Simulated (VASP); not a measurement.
# AlN (F-43m) in VASP: further runs

Aim: see how the results for AlN move with the level of theory and the settings. Levels: r2SCAN, BLYP, PBE. Tasks: single point, relaxation of cell and atoms.

Program: VASP 6.6.1. These are calculated values, not measurements. Logs are shortened: lines on timing, memory, paths and dates and some standing lists are left out, and cuts for length are marked.

### Step 1. The cell of the first run

Symmetry: F-43m, No. 216, cubic system. The conventional cell has a = 4.368 Å, b = 4.368 Å, c = 4.368 Å, α = 90.00°, β = 90.00°, γ = 90.00°. Within 2.5 Å of Al (site symmetry -43m) lie 4 N at 1.89 Å. N (site symmetry -43m) has 4 Al at 1.89 Å within 2.5 Å.

### Step 2. Single point, r2SCAN

POSCAR reads:

```
AlN
1.0
    0.0000000000      2.1839935596      2.1839935596
    2.1839935596      0.0000000000      2.1839935596
    2.1839935596      2.1839935596      0.0000000000
Al N
1 1
Direct
    0.0000000000      0.0000000000      0.0000000000
    0.2500000000      0.2500000000      0.2500000000
```

INCAR.step1 reads:

```
SYSTEM = AlN
PREC     = Accurate       ! precision mode
ENCUT    = 520            ! plane-wave cutoff, eV
ISMEAR   = -1             ! smearing method
SIGMA    = 0.05           ! smearing width, eV
LREAL    = .FALSE.        ! projectors in reciprocal space
LASPH    = .TRUE.         ! aspherical terms in the spheres
NELM     = 60             ! most SCF steps
NBANDS   = 11             ! bands
GGA      = PE             ! functional
ALGO     = Normal         ! electronic algorithm
EDIFF    = 1E-4           ! SCF threshold, eV
LWAVE    = .TRUE.         ! write WAVECAR
LCHARG   = .FALSE.        ! write CHGCAR
```

INCAR.step2 reads:

```
SYSTEM = AlN
PREC     = Accurate       ! precision mode
ENCUT    = 520            ! plane-wave cutoff, eV
EDIFF    = 1E-6           ! SCF threshold, eV
ISMEAR   = -1             ! smearing method
SIGMA    = 0.05           ! smearing width, eV
LREAL    = .FALSE.        ! projectors in reciprocal space
LASPH    = .TRUE.         ! aspherical terms in the spheres
NELM     = 60             ! most SCF steps
ALGO     = Normal         ! electronic algorithm
ISIF     = 2              ! what is computed and relaxed
LWAVE    = .FALSE.        ! write WAVECAR
LCHARG   = .TRUE.         ! write CHGCAR
METAGGA  = R2SCAN         ! meta-GGA
LMIXTAU  = .TRUE.       
LELF     = .TRUE.         ! ELF
LVHAR    = .TRUE.       
NBANDS   = 11             ! bands
ISTART   = 1
```

KPOINTS reads:

```
Automatic mesh
0
G
  10 10 10
  0 0 0
```

Potentials or basis: VASP PAW PBE potentials, release 64 (Al, N).

Started as:

```console
cat potpaw_PBE.64/Al/POTCAR potpaw_PBE.64/N/POTCAR > POTCAR
cp INCAR.step1 INCAR
mpirun -np 1 vasp_std > vasp.out
cp INCAR.step2 INCAR
mpirun -np 1 vasp_std > vasp.out
```

OUTCAR:

```text
SYSTEM = AlN
   PREC = Accurate
   ENCUT = 520
   EDIFF = 1E-6
   ISMEAR = -1
   LREAL = .FALSE.
   LASPH = .TRUE.
   NELM = 60
   ISIF = 2
   METAGGA = R2SCAN
   ISTART = 1

 ion  position               nearest neighbor table
   1  0.000  0.000  0.000-   2 1.89   2 1.89   2 1.89   2 1.89
   2  0.250  0.250  0.250-   1 1.89   1 1.89   1 1.89   1 1.89

  LATTYP: Found a face centered cubic cell.
 ALAT       =     4.3679871192

  Lattice vectors:

 A1 = (   0.0000000000,   2.1839935596,   2.1839935596)
 A2 = (   2.1839935596,   0.0000000000,   2.1839935596)
 A3 = (   2.1839935596,   2.1839935596,   0.0000000000)

Analysis of symmetry for initial positions (statically):
=====================================================================
 Subroutine PRICEL returns:
 Original cell was already a primitive cell.

 Routine SETGRP: Setting up the symmetry group for a
 face centered cubic supercell.

 Subroutine GETGRP returns: Found 24 space group operations
 (whereof 24 operations were pure point group operations)
 out of a pool of 48 trial point group operations.

The static configuration has the point symmetry T_d .

Analysis of symmetry for dynamics (positions and initial velocities):
=====================================================================
 Subroutine PRICEL returns:
 Original cell was already a primitive cell.

 Routine SETGRP: Setting up the symmetry group for a
 face centered cubic supercell.

 Subroutine GETGRP returns: Found 24 space group operations
 (whereof 24 operations were pure point group operations)
 out of a pool of 48 trial point group operations.

The dynamic configuration has the point symmetry T_d .

 Subroutine INISYM returns: Found 24 space group operations
 (whereof 24 operations are pure point group operations),
 and found     1 'primitive' translations

----------------------------------------------------------------------------------------

                                     Primitive cell

  volume of cell :      20.8345

  direct lattice vectors                    reciprocal lattice vectors
     0.000000000  2.183993560  2.183993560    -0.228938404  0.228938404  0.228938404
     2.183993560  0.000000000  2.183993560     0.228938404 -0.228938404  0.228938404
     2.183993560  2.183993560  0.000000000     0.228938404  0.228938404 -0.228938404

  length of vectors
     3.088633312  3.088633312  3.088633312     0.396532948  0.396532948  0.396532948

  position of ions in fractional coordinates (direct lattice)
     0.000000000  0.000000000  0.000000000
     0.250000000  0.250000000  0.250000000

  ion indices of the primitive-cell ions
   primitive index   ion index
                 1           1
                 2           2

----------------------------------------------------------------------------------------

 KPOINTS: Automatic mesh

Automatic generation of k-mesh.
 Grid dimensions read from file:
 generate k-points for:   10   10   10

 Generating k-lattice:

  Cartesian coordinates                     Fractional coordinates (reciprocal lattice)
    -0.022893840  0.022893840  0.022893840     0.100000000  0.000000000  0.000000000
     0.022893840 -0.022893840  0.022893840     0.000000000  0.100000000  0.000000000
     0.022893840  0.022893840 -0.022893840     0.000000000  0.000000000  0.100000000

  Length of vectors
     0.039653295  0.039653295  0.039653295

  Shift w.r.t. Gamma in fractional coordinates (k-lattice)
     0.000000000  0.000000000  0.000000000

 Subroutine IBZKPT returns following result:
 ===========================================

 Found     47 irreducible k-points:

 Following reciprocal coordinates:
            Coordinates               Weight
  0.000000  0.000000  0.000000      1.000000
  0.100000  0.000000  0.000000      8.000000
  0.200000  0.000000  0.000000      8.000000
  0.300000  0.000000  0.000000      8.000000
  0.400000  0.000000  0.000000      8.000000
  0.500000  0.000000  0.000000      4.000000
[... 16 lines left out ...]
  0.300000  0.300000  0.000000      6.000000
  0.400000  0.300000  0.000000     24.000000
 [... further k-points ...]
   k-points           NKPTS =     47   k-points in BZ     NKDIM =     47   number of bands    NBANDS=     11
   number of dos      NEDOS =    301   number of ions     NIONS =      2
   total plane-waves  NPLWV =  13824
   dimension x,y,z NGX =    24 NGY =   24 NGZ =   24
   dimension x,y,z NGXF=    48 NGYF=   48 NGZF=   48
   ions per type =               1   1
   NGX,Y,Z   is equivalent  to a cutoff of  12.92, 12.92, 12.92 a.u.
   NGXF,Y,Z  is equivalent  to a cutoff of  25.84, 25.84, 25.84 a.u.
 SYSTEM =  AlN
   PREC   = accura    normal or accurate (medium, high low for compatibility)
   ISTART =      1    job   : 0-new  1-cont  2-samecut
   ICHARG =      0    charge: 1-file 2-atom 10-const
   ISPIN  =      1    spin polarized calculation?
   LNONCOLLINEAR =      F non collinear calculations
   LSORBIT =      F    spin-orbit coupling
   LASPH  =      T    aspherical Exc in radial PAW
   ENCUT  =  520.0 eV  38.22 Ry    6.18 a.u.   5.74  5.74  5.74*2*pi/ulx,y,z
   NELM   =     60;   NELMIN=  2; NELMDL=  0     # of ELM steps
   EDIFF  = 0.1E-05   stopping-criterion for ELM
   LREAL  =      F    real-space projection
   EDIFFG = 0.1E-04   stopping-criterion for IOM
   NSW    =      0    number of steps for IOM
   IBRION =     -1    ionic relax: 0-MD 1-quasi-New 2-CG
   NFREE  =      0    steps in history (QN), initial steepest desc. (CG)
   ISIF   =      2    stress and relaxation
   ISYM   =      2    0-nonsym 1-usesym 2-fastsym
   POTIM  = 0.5000    time-step for ionic-motion
   TEBEG  =    0.0;   TEEND  =   0.0 temperature during run
   PSTRESS=    0.0 pullay stress
   NELECT =       8.0000    total number of electrons
   NUPDOWN=      -1.0000    fix difference up-down
   EMIN   =  10.00;   EMAX   =-10.00  energy-range for DOS
   EFERMI =   0.00;   METHOD = LEGACY
   ISMEAR =    -1;   SIGMA  =   0.05  broadening in eV -4-tet -1-fermi 0-gaus
   EFERMI_NEDOS =   21; number of points for ismear=-14 and -15
   IALGO  =     38    algorithm
   IMIX   =      4    mixing-type and parameters
     AMIX     =   0.40;   BMIX     =  1.00
     AMIX_MAG =   1.60;   BMIX_MAG =  1.00
  volume/ion in A,a.u.               =      10.42        70.30
  Fermi-wavevector in a.u.,A,eV,Ry     =   1.189899  2.248583 19.263943  1.415860
  Thomas-Fermi vector in A             =   2.325996
   LORBIT       =      0    0 simple, 1 ext, 2 COOP (PROOUT), +10 PAW based schemes
   METAGGA = R2SCAN    functional components
   LHFCALC =     F    Hartree Fock is set to
   AEXX    =    0.0000 exact exchange contribution
   IVDW    =     0    specifies the selected vdW correction
   LEPSILON=     F    determine dielectric tensor
   LRPA    =     F    only Hartree local field effects (RPA)
 non-spin polarized calculation
  energy-cutoff  :      520.00
  volume of cell :       20.83
 maximum number of plane-waves:       571
   NGX = 11   NGY = 11   NGZ = 11

 number of electron       8.0000000 magnetization

 Free energy of the ion-electron system (eV)
  ---------------------------------------------------
  ext. energy  EPLUGINS =         0.00000000
  ---------------------------------------------------
  free energy    TOTEN  =       -19.17972444 eV

  energy without entropy =      -19.17972444  energy(sigma->0) =      -19.17972444

 E-fermi :   6.8096     XC(G=0): -11.4184

 val. band max:        5.6930362277   @ k =   0.0000   0.0000   0.0000
 cond. band min:       9.6278500348   @ k =   0.5000   0.5000   0.0000
 fundamental gap:      3.9348138071
 Fermi energy:         6.8096093623

 k-point     1 :       0.0000    0.0000    0.0000
  band No.  band energies     occupation
      1     -10.0486      2.00000
      2       5.6930      2.00000
      3       5.6930      2.00000
      4       5.6930      2.00000
      5      10.5855      0.00000
      6      19.2144      0.00000
      7      19.2144      0.00000
      8      19.2144      0.00000
      9      24.2274      0.00000
     10      24.2274      0.00000
     11      25.9400      0.00000

 k-point     2 :       0.1000    0.0000    0.0000
  band No.  band energies     occupation
      1      -9.9020      2.00000
      2       4.8924      2.00000
      3       5.6411      2.00000
      4       5.6411      2.00000
      5      11.2444      0.00000
      6      18.8354      0.00000
      7      19.3549      0.00000
      8      19.3549      0.00000
      9      23.0001      0.00000
     10      23.0001      0.00000
     11      25.1371      0.00000

 k-point     3 :       0.2000    0.0000    0.0000
  band No.  band energies     occupation
      1      -9.4862      2.00000
      2       3.2688      2.00000
      3       5.5111      2.00000
      4       5.5111      2.00000
      5      12.4105      0.00000
      6      18.0444      0.00000
      7      19.2462      0.00000
      8      19.2462      0.00000
      9      22.5068      0.00000
     10      22.5068      0.00000
     11      24.2618      0.00000

 k-point     4 :       0.3000    0.0000    0.0000
  band No.  band energies     occupation
      1      -8.8877      2.00000
      2       1.5963      2.00000
      3       5.3616      2.00000
      4       5.3616      2.00000
      5      13.3062      0.00000
      6      17.2820      0.00000
      7      18.5084      0.00000
      8      18.5084      0.00000
      9      23.6848      0.00000
     10      23.6848      0.00000
     11      24.1183      0.00000
[... 239 lines left out ...]
 k-point    22 :      -0.2000    0.2000    0.0000
  band No.  band energies     occupation
      1      -8.6905      2.00000
      2       1.9053      2.00000
      3       3.9911      2.00000
      4       5.4382      2.00000
      5      14.0574      0.00000
      6      16.5078      0.00000
      7      18.0845      0.00000
      8      19.0349      0.00000
      9      21.6475      0.00000
     10      25.3778      0.00000
     11      28.2045      0.00000

 k-point    23 :       0.3000    0.3000    0.0000
  band No.  band energies     occupation
      1      -8.5129      2.00000
      2       2.1438      2.00000
      3       4.4329      2.00000
      4       4.4329      2.00000
      5      11.7008      0.00000
      6      16.2857      0.00000
      7      18.5573      0.00000
      8      21.3103      0.00000
      9      21.3103      0.00000
     10      27.0706      0.00000
     11      30.7830      0.00000

 k-point    24 :       0.4000    0.3000    0.0000
  band No.  band energies     occupation
      1      -8.0607      2.00000
      2       1.5011      2.00000
      3       3.9737      2.00000
      4       4.2661      2.00000
      5      11.2666      0.00000
      6      16.1137      0.00000
      7      18.9941      0.00000
      8      21.3791      0.00000
      9      21.9511      0.00000
     10      28.1418      0.00000
     11      30.5612      0.00000

 [... further k-points ...]

------------------------ aborting loop because EDIFF is reached ----------------------------------------

  FORCE on cell =-STRESS in cart. coord.  units (eV):
  Direction    XX          YY          ZZ          XY          YZ          ZX
  --------------------------------------------------------------------------------------
  -------------------------------------------------------------------------------------
  Total       -0.0169459     -0.0169459     -0.0169459     -0.0000000     -0.0000000     -0.0000000
  in kB       -1.3031384     -1.3031384     -1.3031384     -0.0000000     -0.0000000     -0.0000000
  external PRESSURE =      -1.3031384 kB  Pullay stress =       0.0000000 kB

 VOLUME and BASIS-vectors are now :
 -----------------------------------------------------------------------------
  energy-cutoff  :      520.00
  volume of cell :       20.83
      direct lattice vectors                 reciprocal lattice vectors
     0.000000000  2.183993560  2.183993560    -0.228938404  0.228938404  0.228938404
     2.183993560  0.000000000  2.183993560     0.228938404 -0.228938404  0.228938404
     2.183993560  2.183993560  0.000000000     0.228938404  0.228938404 -0.228938404

 POSITION                                       TOTAL-FORCE (eV/Angst)
 -----------------------------------------------------------------------------------
      0.00000      0.00000      0.00000        -0.000000     -0.000000     -0.000000
      1.09200      1.09200      1.09200         0.000000      0.000000      0.000000
 -----------------------------------------------------------------------------------
    total drift:                               -0.000000     -0.000000     -0.000001

  FREE ENERGIE OF THE ION-ELECTRON SYSTEM (eV)
  ---------------------------------------------------
  free  energy   TOTEN  =       -19.1797244420 eV

  energy  without entropy=      -19.1797244420  energy(sigma->0) =      -19.17972444
```

It took 41 s on 1 thread of AMD EPYC 7R13 (Zen 3), shared host; peak memory 0.11 GiB.

Results:

```
Free energy            : -19.1797 eV
Pressure               : -0.1 GPa
Band gap on the k mesh : 3.93 eV, indirect (least direct gap 4.89 eV)
```

Caveat: the PAW data sets were made with another functional, which shifts forces and pressure a little. r2SCAN opens gaps a little over a GGA but as a rule still falls short of measured ones.

(Continued in part 2 of 2.)
